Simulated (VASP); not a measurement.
# C (Cmcm) in VASP: notebook

The runs below take C through single point, with LDA.

All numbers are computed with VASP 6.6.1; they aren't measurements. Logs are shortened: lines on timing, memory, paths and dates and some standing lists are left out, and cuts for length are marked.

### 1 The cell of the first run

Symmetry: Cmcm, No. 63, orthorhombic system. Conventional cell: a = 2.446 Å, b = 4.233 Å, c = 6.719 Å, α = 90.00°, β = 90.00°, γ = 90.00°. C (site symmetry m2m) has 3 C at 1.41 Å within 1.9 Å. C (site symmetry m2m) has 3 C at 1.41 Å within 1.9 Å.

### 2 Single point, LDA (mode 1 (-37.7 1/cm) frozen in, largest displacement -0.200 Å)

The input, INCAR:

```
PREC     = Accurate       # precision mode
ENCUT    = 520            # plane-wave cutoff, eV
EDIFF    = 1E-6           # SCF threshold, eV
ISMEAR   = 0              # smearing method
SIGMA    = 0.03           # smearing width, eV
LREAL    = False          # projectors in reciprocal space
LASPH    = True           # aspherical terms in the spheres
NELM     = 80             # most SCF steps
ALGO     = Normal         # electronic algorithm
ISIF     = 2              # what is computed and relaxed
LWAVE    = False          # write WAVECAR
LCHARG   = False          # write CHGCAR
NBANDS   = 16             # bands
```

The input, KPOINTS:

```
regular mesh
0
Gamma
  16 16 6
```

The input, POSCAR:

```
C
1.0
    1.2227846672      2.1166507485      0.0000000000
    1.2227846672     -2.1166507485      0.0000000000
    0.0000000000      0.0000000000     -6.7194983675
C
4
Direct
    0.1194621158      0.8805378842      0.0000000000
    0.7139510154      0.2860489846      0.5000000000
    0.7860489846      0.2139510154      1.0000000000
    0.3805378842      0.6194621158      0.5000000000
```

Potentials or basis: VASP PAW LDA potentials, release 64 (C).

Run with:

```bash
$ cat potpaw_LDA.64/C/POTCAR > POTCAR
$ mpirun -np 1 vasp_std > vasp.out
```

OUTCAR:

```text
PREC = Accurate
   ENCUT = 520
   EDIFF = 1E-6
   ISMEAR = 0
   LREAL = False
   LASPH = True
   NELM = 80
   ISIF = 2

 ion  position               nearest neighbor table
   1  0.119  0.881  0.000-   3 1.41   3 1.41   3 1.41
   2  0.714  0.286  0.500-   4 1.41   4 1.41   4 1.41
   3  0.786  0.214  0.000-   1 1.41   1 1.41   1 1.41
   4  0.381  0.619  0.500-   2 1.41   2 1.41   2 1.41

  LATTYP: Found a base centered orthorhombic cell.
 ALAT       =     2.4455693344
 B/A-ratio  =     1.7310085784
 C/A-ratio  =     2.7476212892

  Lattice vectors:

 A1 = (   1.2227846672,   2.1166507485,   0.0000000000)
 A2 = (   1.2227846672,  -2.1166507485,   0.0000000000)
 A3 = (   0.0000000000,   0.0000000000,  -6.7194983675)

Analysis of symmetry for initial positions (statically):
=====================================================================
 Subroutine PRICEL returns:
 Original cell was already a primitive cell.

 Routine SETGRP: Setting up the symmetry group for a
 base centered orthorhombic supercell.

 Subroutine GETGRP returns: Found  8 space group operations
 (whereof  4 operations were pure point group operations)
 out of a pool of  8 trial point group operations.

The static configuration has the point symmetry C_2v.
 The point group associated with its full space group is D_2h.

Analysis of symmetry for dynamics (positions and initial velocities):
=====================================================================
 Subroutine PRICEL returns:
 Original cell was already a primitive cell.

 Routine SETGRP: Setting up the symmetry group for a
 base centered orthorhombic supercell.

 Subroutine GETGRP returns: Found  8 space group operations
 (whereof  4 operations were pure point group operations)
 out of a pool of  8 trial point group operations.

The dynamic configuration has the point symmetry C_2v.
 The point group associated with its full space group is D_2h.

 Subroutine INISYM returns: Found  8 space group operations
 (whereof  4 operations are pure point group operations),
 and found     1 'primitive' translations

----------------------------------------------------------------------------------------

                                     Primitive cell

  volume of cell :      34.7829

  direct lattice vectors                    reciprocal lattice vectors
     1.222784667  2.116650749  0.000000000     0.408902739  0.236222249  0.000000000
     1.222784667 -2.116650749  0.000000000     0.408902739 -0.236222249  0.000000000
     0.000000000  0.000000000 -6.719498367     0.000000000  0.000000000 -0.148820633

  length of vectors
     2.444465736  2.444465736  6.719498367     0.472231300  0.472231300  0.148820633

  position of ions in fractional coordinates (direct lattice)
     0.119462116  0.880537884  0.000000000
     0.713951015  0.286048985  0.500000000
     0.786048985  0.213951015  0.000000000
     0.380537884  0.619462116  0.500000000

  ion indices of the primitive-cell ions
   primitive index   ion index
                 1           1
                 2           2
                 3           3
                 4           4

----------------------------------------------------------------------------------------

 KPOINTS: regular mesh

Automatic generation of k-mesh.
 Grid dimensions read from file:
 generate k-points for:   16   16    6

 Generating k-lattice:

  Cartesian coordinates                     Fractional coordinates (reciprocal lattice)
     0.025556421  0.014763891  0.000000000     0.062500000 -0.000000000  0.000000000
     0.025556421 -0.014763891  0.000000000    -0.000000000  0.062500000  0.000000000
     0.000000000  0.000000000 -0.024803439     0.000000000  0.000000000  0.166666667

  Length of vectors
     0.029514456  0.029514456  0.024803439

  Shift w.r.t. Gamma in fractional coordinates (k-lattice)
     0.000000000  0.000000000  0.000000000

 Subroutine IBZKPT returns following result:
 ===========================================

 Found    292 irreducible k-points:

 Following reciprocal coordinates:
            Coordinates               Weight
  0.000000  0.000000  0.000000      1.000000
  0.062500 -0.000000  0.000000      4.000000
  0.125000 -0.000000  0.000000      4.000000
  0.187500 -0.000000  0.000000      4.000000
  0.250000 -0.000000  0.000000      4.000000
  0.312500 -0.000000  0.000000      4.000000
[... 16 lines left out ...]
 -0.125000  0.062500  0.000000      4.000000
 -0.062500  0.062500  0.000000      2.000000
 [... further k-points ...]
   k-points           NKPTS =    292   k-points in BZ     NKDIM =    292   number of bands    NBANDS=     16
   number of dos      NEDOS =    301   number of ions     NIONS =      4
   total plane-waves  NPLWV =  16200
   dimension x,y,z NGX =    18 NGY =   18 NGZ =   50
   dimension x,y,z NGXF=    36 NGYF=   36 NGZF=  100
   ions per type =               4
   NGX,Y,Z   is equivalent  to a cutoff of  12.24, 12.24, 12.37 a.u.
   NGXF,Y,Z  is equivalent  to a cutoff of  24.48, 24.48, 24.74 a.u.
 SYSTEM =  unknown system
   PREC   = accura    normal or accurate (medium, high low for compatibility)
   ISTART =      0    job   : 0-new  1-cont  2-samecut
   ICHARG =      2    charge: 1-file 2-atom 10-const
   ISPIN  =      1    spin polarized calculation?
   LNONCOLLINEAR =      F non collinear calculations
   LSORBIT =      F    spin-orbit coupling
   LASPH  =      T    aspherical Exc in radial PAW
   ENCUT  =  520.0 eV  38.22 Ry    6.18 a.u.   4.55  4.55 12.49*2*pi/ulx,y,z
   NELM   =     80;   NELMIN=  2; NELMDL= -5     # of ELM steps
   EDIFF  = 0.1E-05   stopping-criterion for ELM
   LREAL  =      F    real-space projection
   EDIFFG = 0.1E-04   stopping-criterion for IOM
   NSW    =      0    number of steps for IOM
   IBRION =     -1    ionic relax: 0-MD 1-quasi-New 2-CG
   NFREE  =      0    steps in history (QN), initial steepest desc. (CG)
   ISIF   =      2    stress and relaxation
   ISYM   =      2    0-nonsym 1-usesym 2-fastsym
   POTIM  = 0.5000    time-step for ionic-motion
   TEBEG  =    0.0;   TEEND  =   0.0 temperature during run
   PSTRESS=    0.0 pullay stress
   NELECT =      16.0000    total number of electrons
   NUPDOWN=      -1.0000    fix difference up-down
   EMIN   =  10.00;   EMAX   =-10.00  energy-range for DOS
   EFERMI =   0.00;   METHOD = LEGACY
   ISMEAR =     0;   SIGMA  =   0.03  broadening in eV -4-tet -1-fermi 0-gaus
   EFERMI_NEDOS =   21; number of points for ismear=-14 and -15
   IALGO  =     38    algorithm
   IMIX   =      4    mixing-type and parameters
     AMIX     =   0.40;   BMIX     =  1.00
     AMIX_MAG =   1.60;   BMIX_MAG =  1.00
  volume/ion in A,a.u.               =       8.70        58.68
  Fermi-wavevector in a.u.,A,eV,Ry     =   1.263745  2.388132 21.729207  1.597052
  Thomas-Fermi vector in A             =   2.397086
   LORBIT       =      0    0 simple, 1 ext, 2 COOP (PROOUT), +10 PAW based schemes
   GGA     = CA    functional components
   LHFCALC =     F    Hartree Fock is set to
   AEXX    =    0.0000 exact exchange contribution
   IVDW    =     0    specifies the selected vdW correction
   LEPSILON=     F    determine dielectric tensor
   LRPA    =     F    only Hartree local field effects (RPA)
 non-spin polarized calculation
 Gauss-broadening in eV      SIGMA  =   0.03
  energy-cutoff  :      520.00
  volume of cell :       34.78
 maximum number of plane-waves:       967
   NGX =  9   NGY =  9   NGZ = 25

 number of electron      16.0000004 magnetization

 Free energy of the ion-electron system (eV)
  ---------------------------------------------------
  ext. energy  EPLUGINS =         0.00000000
  ---------------------------------------------------
  free energy    TOTEN  =       -40.44514978 eV

  energy without entropy =      -40.44514978  energy(sigma->0) =      -40.44514978

 E-fermi :   4.6010     XC(G=0): -10.7939

 val. band max:        4.4722057692   @ k =   0.3750   0.3125   0.0000
 cond. band min:       4.8063119362   @ k =   0.3125   0.3125   0.0000
 fundamental gap:      0.3341061670
 Fermi energy:         4.6009838336

 k-point     1 :       0.0000    0.0000    0.0000
  band No.  band energies     occupation
      1     -14.9368      2.00000
      2     -14.6225      2.00000
      3      -4.0539      2.00000
      4      -2.0238      2.00000
      5       1.6812      2.00000
      6       1.7083      2.00000
[... 8 lines left out ...]
     15      16.2694      0.00000
     16      16.4474      0.00000

 k-point     2 :       0.0625   -0.0000    0.0000
  band No.  band energies     occupation
      1     -14.8427      2.00000
      2     -14.5303      2.00000
      3      -3.9380      2.00000
      4      -1.9154      2.00000
      5       1.3151      2.00000
      6       1.3456      2.00000
[... 8 lines left out ...]
     15      15.9233      0.00000
     16      16.1387      0.00000

 k-point     3 :       0.1250   -0.0000    0.0000
  band No.  band energies     occupation
      1     -14.5611      2.00000
      2     -14.2542      2.00000
      3      -3.5916      2.00000
      4      -1.5925      2.00000
      5       0.3106      2.00000
      6       0.3596      2.00000
[... 8 lines left out ...]
     15      15.0498      0.00000
     16      15.2937      0.00000

 k-point     4 :       0.1875   -0.0000    0.0000
  band No.  band energies     occupation
      1     -14.0936      2.00000
      2     -13.7959      2.00000
      3      -3.0190      2.00000
      4      -1.0985      2.00000
      5      -1.0617      2.00000
      6      -1.0249      2.00000
[... 8 lines left out ...]
     15      16.3264      0.00000
     16      16.3501      0.00000
[... 324 lines left out ...]
 k-point    22 :      -0.1875    0.0625    0.0000
  band No.  band energies     occupation
      1     -14.2801      2.00000
      2     -13.9787      2.00000
      3      -3.2474      2.00000
      4      -1.2717      2.00000
      5      -0.4500      2.00000
      6      -0.4060      2.00000
[... 8 lines left out ...]
     15      15.3000      0.00000
     16      15.3972      0.00000

 k-point    23 :      -0.1250    0.0625    0.0000
  band No.  band energies     occupation
      1     -14.6547      2.00000
      2     -14.3460      2.00000
      3      -3.7070      2.00000
      4      -1.6992      2.00000
      5       0.6889      2.00000
      6       0.7037      2.00000
[... 8 lines left out ...]
     15      15.3167      0.00000
     16      15.5081      0.00000

 k-point    24 :      -0.0625    0.0625    0.0000
  band No.  band energies     occupation
      1     -14.8426      2.00000
      2     -14.5302      2.00000
      3      -3.9380      2.00000
      4      -1.9152      2.00000
      5       1.3310      2.00000
      6       1.3503      2.00000
[... 8 lines left out ...]
     15      15.9465      0.00000
     16      16.1161      0.00000

 [... further k-points ...]
[... 5 lines left out ...]
  --------------------------------------------------------------------------------------
  -------------------------------------------------------------------------------------
  Total        0.2802797      0.2749028     -0.0452237      0.0000000      0.0000000      0.0000000
  in kB       12.9102945     12.6626254     -2.0831003      0.0000000      0.0000000      0.0000000
  external PRESSURE =       7.8299399 kB  Pullay stress =       0.0000000 kB

 VOLUME and BASIS-vectors are now :
 -----------------------------------------------------------------------------
  energy-cutoff  :      520.00
  volume of cell :       34.78
      direct lattice vectors                 reciprocal lattice vectors
     1.222784667  2.116650749  0.000000000     0.408902739  0.236222249  0.000000000
     1.222784667 -2.116650749  0.000000000     0.408902739 -0.236222249  0.000000000
     0.000000000  0.000000000 -6.719498367     0.000000000  0.000000000 -0.148820633

 POSITION                                       TOTAL-FORCE (eV/Angst)
 -----------------------------------------------------------------------------------
      1.22278     -1.61093      0.00000         0.000000     -0.029374      0.000000
      1.22278      0.90572     -3.35975         0.000000     -0.015170      0.000000
      1.22278      1.21093      0.00000         0.000000      0.015170      0.000000
      1.22278     -0.50572     -3.35975         0.000000      0.029374      0.000000
 -----------------------------------------------------------------------------------
    total drift:                                0.000000     -0.000000     -0.000000

  FREE ENERGIE OF THE ION-ELECTRON SYSTEM (eV)
  ---------------------------------------------------
  free  energy   TOTEN  =       -40.4451497833 eV

  energy  without entropy=      -40.4451497833  energy(sigma->0) =      -40.44514978
```

Run time: 49 s. Hardware: 1 thread of Intel Xeon 6975P-C (Granite Rapids), shared host; peak memory 0.21 GiB.

Results:

```
Free energy            : -40.4451 eV
Pressure               : 0.8 GPa
Largest force          : 0.029 eV/Å
Band gap on the k mesh : 0.33 eV, indirect (least direct gap 0.36 eV)
```

Forces on the atoms (eV/Å):
```
C    0.000 -0.029  0.000
C    0.000 -0.015  0.000
C    0.000  0.015  0.000
C    0.000  0.029  0.000
```

Caveat: the cell differs from its parent crystal (mode 1 (-37.7 1/cm) frozen in, largest displacement -0.200 Å). A k mesh can miss the band edges.

(Continued in part 2 of 2.)
